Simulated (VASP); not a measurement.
A run of VASP 6.6.1 is set up as follows.

The input INCAR:

```
SYSTEM = Ag
PREC     = Accurate       ! precision mode
ENCUT    = 520            ! plane-wave cutoff, eV
EDIFF    = 1E-7           ! SCF threshold, eV
ISMEAR   = -1             ! smearing method
SIGMA    = 0.05           ! smearing width, eV
LREAL    = .False.        ! projectors in reciprocal space
LASPH    = .True.         ! aspherical terms in the spheres
NELM     = 100            ! most SCF steps
ALGO     = Fast           ! electronic algorithm
ISIF     = 2              ! what is computed and relaxed
LWAVE    = .False.        ! write WAVECAR
LCHARG   = .True.         ! write CHGCAR
GGA      = CA             ! functional
LELF     = .True.         ! ELF
LVHAR    = .True.       
NBANDS   = 24             ! bands
```

The input KPOINTS:

```
regular mesh
0
Gamma
  10 10 10
  0 0 0
```

Contents of POSCAR:

```
Ag
1.0
    1.4924315858      0.8616557778      7.2994588987
   -1.4924315858      0.8616557778      7.2994588987
    0.0000000000     -1.7233115556      7.2994588987
Ag
3
Direct
    0.2222810000      0.2222810000      0.2222810000
    0.7777190000      0.7777190000      0.7777190000
    0.0000000000      0.0000000000      0.0000000000
```

Potentials or basis: VASP PAW LDA potentials, release 64 (Ag).

Launch:

```sh
$ cat potpaw_LDA.64/Ag/POTCAR > POTCAR
$ mpirun -np 1 vasp_std > vasp.out
```

(1) Estimate the largest force.

(2) Estimate the band gap on the k mesh.

(3) Predict the pressure.

Answers

(1) 0.003 eV/Å.

(2) zero (an odd number of electrons rules out a gap without spin polarisation).

(3) -13.6 GPa.

Caveat: the cell stands under tension.
